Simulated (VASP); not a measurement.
# Ca2F (Pnnm) in VASP: single point with r2SCAN

Aim: the single point of Ca2F with r2SCAN.

Program: VASP 6.6.1. These are calculated values, not measurements. Logs are shortened: lines on timing, memory, paths and dates and some standing lists are left out, and cuts for length are marked.

### 1 The cell of the first run

Symmetry: Pnnm, No. 58, orthorhombic system. Conventional cell: a = 6.162 Å, b = 7.609 Å, c = 3.489 Å, α = 90.00°, β = 90.00°, γ = 90.00°. Ca (site symmetry m) has 2 F at 2.41 Å within 3.2 Å. F (site symmetry 2/m) has 4 Ca at 2.41 Å within 3.2 Å.

### 2 Single point, r2SCAN

Input file POSCAR:

```
Ca2F
1.0
    6.1620738047      0.0000000000      0.0000000000
    0.0000000000      7.6089999942      0.0000000000
    0.0000000000      0.0000000000      3.4886188496
Ca F
4 2
Direct
    0.2639561811      0.3928097275      0.0000000000
    0.7360438189      0.6071902725      0.0000000000
    0.7639561811      0.1071902725      0.5000000000
    0.2360438189      0.8928097275      0.5000000000
    0.0000000000      0.0000000000      0.0000000000
    0.5000000000      0.5000000000      0.5000000000
```

Input file INCAR.step1:

```
ALGO = Normal
EDIFF = 1E-4
ENCUT = 520
GGA = PE
ISMEAR = 0
LASPH = True
LCHARG = False
LREAL = False
LWAVE = True
NBANDS = 36
NELM = 80
PREC = Accurate
SIGMA = 0.1
```

Input file INCAR.step2:

```
ALGO = Normal
EDIFF = 1E-6
ENCUT = 520
ISIF = 2
ISMEAR = 0
ISTART = 1
LASPH = True
LCHARG = True
LELF = True
LMIXTAU = True
LREAL = False
LVHAR = True
LWAVE = False
METAGGA = R2SCAN
NBANDS = 36
NELM = 80
PREC = Accurate
SIGMA = 0.1
```

Input file KPOINTS:

```
k-points
0
Gamma
  4 4 4
```

Potentials or basis: VASP PAW PBE potentials, release 64 (Ca_sv, F).

Run with:

```sh
$ cat potpaw_PBE.64/Ca_sv/POTCAR potpaw_PBE.64/F/POTCAR > POTCAR
$ cp INCAR.step1 INCAR
$ mpirun -np 1 vasp_std > vasp.out
$ cp INCAR.step2 INCAR
$ mpirun -np 1 vasp_std > vasp.out
```

OUTCAR:

```text
EDIFF = 1E-6
   ENCUT = 520
   ISIF = 2
   ISMEAR = 0
   ISTART = 1
   LASPH = True
   LREAL = False
   METAGGA = R2SCAN
   NELM = 80
   PREC = Accurate

 ion  position               nearest neighbor table
   1  0.264  0.393  0.000-   6 2.41   6 2.41
   2  0.736  0.607  0.000-   6 2.41   6 2.41
   3  0.764  0.107  0.500-   5 2.41   5 2.41
   4  0.236  0.893  0.500-   5 2.41   5 2.41
   5  0.000  0.000  0.000-   3 2.41   4 2.41   3 2.41   4 2.41
   6  0.500  0.500  0.500-   1 2.41   2 2.41   1 2.41   2 2.41

  LATTYP: Found a simple orthorhombic cell.
 ALAT       =     3.4886188496
 B/A-ratio  =     1.7663362122
 C/A-ratio  =     2.1810923813

  Lattice vectors:

 A1 = (   0.0000000000,   0.0000000000,   3.4886188496)
 A2 = (   6.1620738047,   0.0000000000,   0.0000000000)
 A3 = (   0.0000000000,   7.6089999942,   0.0000000000)

Analysis of symmetry for initial positions (statically):
=====================================================================
 Subroutine PRICEL returns:
 Original cell was already a primitive cell.

 Routine SETGRP: Setting up the symmetry group for a
 simple orthorhombic supercell.

 Subroutine GETGRP returns: Found  8 space group operations
 (whereof  4 operations were pure point group operations)
 out of a pool of  8 trial point group operations.

The static configuration has the point symmetry C_2h.
 The point group associated with its full space group is D_2h.

Analysis of symmetry for dynamics (positions and initial velocities):
=====================================================================
 Subroutine PRICEL returns:
 Original cell was already a primitive cell.

 Routine SETGRP: Setting up the symmetry group for a
 simple orthorhombic supercell.

 Subroutine GETGRP returns: Found  8 space group operations
 (whereof  4 operations were pure point group operations)
 out of a pool of  8 trial point group operations.

The dynamic configuration has the point symmetry C_2h.
 The point group associated with its full space group is D_2h.

 Subroutine INISYM returns: Found  8 space group operations
 (whereof  4 operations are pure point group operations),
 and found     1 'primitive' translations

----------------------------------------------------------------------------------------

                                     Primitive cell

  volume of cell :     163.5716

  direct lattice vectors                    reciprocal lattice vectors
     6.162073805  0.000000000  0.000000000     0.162283029  0.000000000  0.000000000
     0.000000000  7.608999994  0.000000000     0.000000000  0.131423315  0.000000000
     0.000000000  0.000000000  3.488618850     0.000000000  0.000000000  0.286646390

  length of vectors
     6.162073805  7.608999994  3.488618850     0.162283029  0.131423315  0.286646390

  position of ions in fractional coordinates (direct lattice)
     0.263956181  0.392809728  0.000000000
     0.736043819  0.607190272  0.000000000
     0.763956181  0.107190272  0.500000000
     0.236043819  0.892809728  0.500000000
     0.000000000  0.000000000  0.000000000
     0.500000000  0.500000000  0.500000000

  ion indices of the primitive-cell ions
   primitive index   ion index
                 1           1
                 2           2
                 3           3
                 4           4
                 5           5
                 6           6

----------------------------------------------------------------------------------------

 KPOINTS: k-points

Automatic generation of k-mesh.
 Grid dimensions read from file:
 generate k-points for:    4    4    4

 Generating k-lattice:

  Cartesian coordinates                     Fractional coordinates (reciprocal lattice)
     0.040570757  0.000000000  0.000000000     0.250000000  0.000000000  0.000000000
     0.000000000  0.032855829  0.000000000     0.000000000  0.250000000  0.000000000
     0.000000000  0.000000000  0.071661598     0.000000000  0.000000000  0.250000000

  Length of vectors
     0.040570757  0.032855829  0.071661598

  Shift w.r.t. Gamma in fractional coordinates (k-lattice)
     0.000000000  0.000000000  0.000000000

 Subroutine IBZKPT returns following result:
 ===========================================

 Found     27 irreducible k-points:

 Following reciprocal coordinates:
            Coordinates               Weight
  0.000000  0.000000  0.000000      1.000000
  0.250000  0.000000  0.000000      2.000000
  0.500000  0.000000  0.000000      1.000000
  0.000000  0.250000  0.000000      2.000000
  0.250000  0.250000  0.000000      4.000000
  0.500000  0.250000  0.000000      2.000000
[... 16 lines left out ...]
  0.250000  0.250000  0.500000      4.000000
  0.500000  0.250000  0.500000      2.000000
 [... further k-points ...]
   k-points           NKPTS =     27   k-points in BZ     NKDIM =     27   number of bands    NBANDS=     36
   number of dos      NEDOS =    301   number of ions     NIONS =      6
   total plane-waves  NPLWV =  80640
   dimension x,y,z NGX =    48 NGY =   60 NGZ =   28
   dimension x,y,z NGXF=    96 NGYF=  120 NGZF=   56
   ions per type =               4   2
   NGX,Y,Z   is equivalent  to a cutoff of  12.95, 13.11, 13.34 a.u.
   NGXF,Y,Z  is equivalent  to a cutoff of  25.90, 26.22, 26.69 a.u.
 SYSTEM =  unknown system
   PREC   = accura    normal or accurate (medium, high low for compatibility)
   ISTART =      1    job   : 0-new  1-cont  2-samecut
   ICHARG =      0    charge: 1-file 2-atom 10-const
   ISPIN  =      1    spin polarized calculation?
   LNONCOLLINEAR =      F non collinear calculations
   LSORBIT =      F    spin-orbit coupling
   LASPH  =      T    aspherical Exc in radial PAW
   ENCUT  =  520.0 eV  38.22 Ry    6.18 a.u.  11.46 14.15  6.49*2*pi/ulx,y,z
   NELM   =     80;   NELMIN=  2; NELMDL=  0     # of ELM steps
   EDIFF  = 0.1E-05   stopping-criterion for ELM
   LREAL  =      F    real-space projection
   EDIFFG = 0.1E-04   stopping-criterion for IOM
   NSW    =      0    number of steps for IOM
   IBRION =     -1    ionic relax: 0-MD 1-quasi-New 2-CG
   NFREE  =      0    steps in history (QN), initial steepest desc. (CG)
   ISIF   =      2    stress and relaxation
   ISYM   =      2    0-nonsym 1-usesym 2-fastsym
   POTIM  = 0.5000    time-step for ionic-motion
   TEBEG  =    0.0;   TEEND  =   0.0 temperature during run
   PSTRESS=    0.0 pullay stress
   NELECT =      54.0000    total number of electrons
   NUPDOWN=      -1.0000    fix difference up-down
   EMIN   =  10.00;   EMAX   =-10.00  energy-range for DOS
   EFERMI =   0.00;   METHOD = LEGACY
   ISMEAR =     0;   SIGMA  =   0.10  broadening in eV -4-tet -1-fermi 0-gaus
   EFERMI_NEDOS =   21; number of points for ismear=-14 and -15
   IALGO  =     38    algorithm
   IMIX   =      4    mixing-type and parameters
     AMIX     =   0.40;   BMIX     =  1.00
     AMIX_MAG =   1.60;   BMIX_MAG =  1.00
  volume/ion in A,a.u.               =      27.26       183.97
  Fermi-wavevector in a.u.,A,eV,Ry     =   1.131454  2.138137 17.418005  1.280187
  Thomas-Fermi vector in A             =   2.268153
   LORBIT       =      0    0 simple, 1 ext, 2 COOP (PROOUT), +10 PAW based schemes
   METAGGA = R2SCAN    functional components
   LHFCALC =     F    Hartree Fock is set to
   AEXX    =    0.0000 exact exchange contribution
   IVDW    =     0    specifies the selected vdW correction
   LEPSILON=     F    determine dielectric tensor
   LRPA    =     F    only Hartree local field effects (RPA)
 non-spin polarized calculation
 Gauss-broadening in eV      SIGMA  =   0.10
  energy-cutoff  :      520.00
  volume of cell :      163.57
 maximum number of plane-waves:      4439
 NGX is ok and might be reduce to    48
   NGX = 23   NGY = 29   NGZ = 13

 number of electron      54.0000015 magnetization

 Free energy of the ion-electron system (eV)
  ---------------------------------------------------
  ext. energy  EPLUGINS =         0.00000000
  ---------------------------------------------------
  free energy    TOTEN  =       -44.95519029 eV

  energy without entropy =      -44.93645677  energy(sigma->0) =      -44.94582353

 E-fermi :   2.9691     XC(G=0):  -8.7612

 val. band max:        2.9573857290   @ k =   0.0000   0.2500   0.0000
 cond. band min:       2.9783030844   @ k =   0.2500   0.2500   0.0000
 fundamental gap:      0.0209173554
 Fermi energy:         2.9690639395

 k-point     1 :       0.0000    0.0000    0.0000
  band No.  band energies     occupation
      1     -41.0766      2.00000
      2     -41.0687      2.00000
      3     -41.0461      2.00000
      4     -41.0457      2.00000
      5     -24.5732      2.00000
      6     -24.5483      2.00000
[... 28 lines left out ...]
     35       5.4984      0.00000
     36       5.9753      0.00000

 k-point     2 :       0.2500    0.0000    0.0000
  band No.  band energies     occupation
      1     -41.0733      2.00000
      2     -41.0671      2.00000
      3     -41.0486      2.00000
      4     -41.0483      2.00000
      5     -24.5694      2.00000
      6     -24.5519      2.00000
[... 28 lines left out ...]
     35       5.4463      0.00000
     36       5.9034      0.00000

 k-point     3 :       0.5000    0.0000    0.0000
  band No.  band energies     occupation
      1     -41.0671      2.00000
      2     -41.0671      2.00000
      3     -41.0515      2.00000
      4     -41.0515      2.00000
      5     -24.5603      2.00000
      6     -24.5603      2.00000
[... 28 lines left out ...]
     35       5.6580      0.00000
     36       5.6580      0.00000
[... 742 lines left out ...]
 k-point    23 :       0.2500    0.2500    0.5000
  band No.  band energies     occupation
      1     -41.0470      2.00000
      2     -41.0470      2.00000
      3     -41.0284      2.00000
      4     -41.0284      2.00000
      5     -24.5710      2.00000
      6     -24.5710      2.00000
[... 28 lines left out ...]
     35       5.8212      0.00000
     36       5.9888      0.00000

 k-point    24 :       0.5000    0.2500    0.5000
  band No.  band energies     occupation
      1     -41.0438      2.00000
      2     -41.0438      2.00000
      3     -41.0316      2.00000
      4     -41.0316      2.00000
      5     -24.5707      2.00000
      6     -24.5707      2.00000
[... 28 lines left out ...]
     35       5.8464      0.00000
     36       5.8464      0.00000

 [... further k-points ...]

------------------------ aborting loop because EDIFF is reached ----------------------------------------

  FORCE on cell =-STRESS in cart. coord.  units (eV):
  Direction    XX          YY          ZZ          XY          YZ          ZX
  --------------------------------------------------------------------------------------
  -------------------------------------------------------------------------------------
  Total        0.2214281      0.3647410      0.2018713      0.0000000      0.0000000      0.0000000
  in kB        2.1688791      3.5726231      1.9773205      0.0000000      0.0000000      0.0000000
  external PRESSURE =       2.5729409 kB  Pullay stress =       0.0000000 kB

 VOLUME and BASIS-vectors are now :
 -----------------------------------------------------------------------------
  energy-cutoff  :      520.00
  volume of cell :      163.57
      direct lattice vectors                 reciprocal lattice vectors
     6.162073805  0.000000000  0.000000000     0.162283029  0.000000000  0.000000000
     0.000000000  7.608999994  0.000000000     0.000000000  0.131423315  0.000000000
     0.000000000  0.000000000  3.488618850     0.000000000  0.000000000  0.286646390

 POSITION                                       TOTAL-FORCE (eV/Angst)
 -----------------------------------------------------------------------------------
      1.62652      2.98889      0.00000        -0.031182     -0.046345      0.000000
      4.53556      4.62011      0.00000         0.031182      0.046345     -0.000000
      4.70755      0.81561      1.74431        -0.031182      0.046345      0.000000
      1.45452      6.79339      1.74431         0.031182     -0.046345      0.000000
      0.00000      0.00000      0.00000         0.000000     -0.000000      0.000000
      3.08104      3.80450      1.74431         0.000000     -0.000000      0.000000
 -----------------------------------------------------------------------------------
    total drift:                               -0.000000      0.000000     -0.000000

  FREE ENERGIE OF THE ION-ELECTRON SYSTEM (eV)
  ---------------------------------------------------
  free  energy   TOTEN  =       -44.9551902931 eV

  energy  without entropy=      -44.9364567695  energy(sigma->0) =      -44.94582353
```

It took 6 min on 1 thread of Oxide Virtual Turin-like, shared host; peak memory 0.34 GiB.

Results:

| Property | Result |
| --- | --- |
| Free energy | -44.9552 eV |
| Pressure | 0.3 GPa |
| Largest force | 0.056 eV/Å |
| Band gap on the k mesh | zero (bands 27 and 28 overlap by 1.56 eV) |

Forces on the atoms (eV/Å):
```
Ca  -0.031 -0.046  0.000
Ca   0.031  0.046  0.000
Ca  -0.031  0.046  0.000
Ca   0.031 -0.046  0.000
F    0.000  0.000  0.000
F    0.000  0.000  0.000
```

Stress tensor (GPa, compression positive):
```
0.22 0.00 0.00
0.00 0.36 0.00
0.00 0.00 0.20
```

Caveat: the k points lie up to 0.45 Å⁻¹ apart, too coarse for converged energies and pressures of a metal; the PAW data sets were made with another functional, which shifts forces and pressure a little.
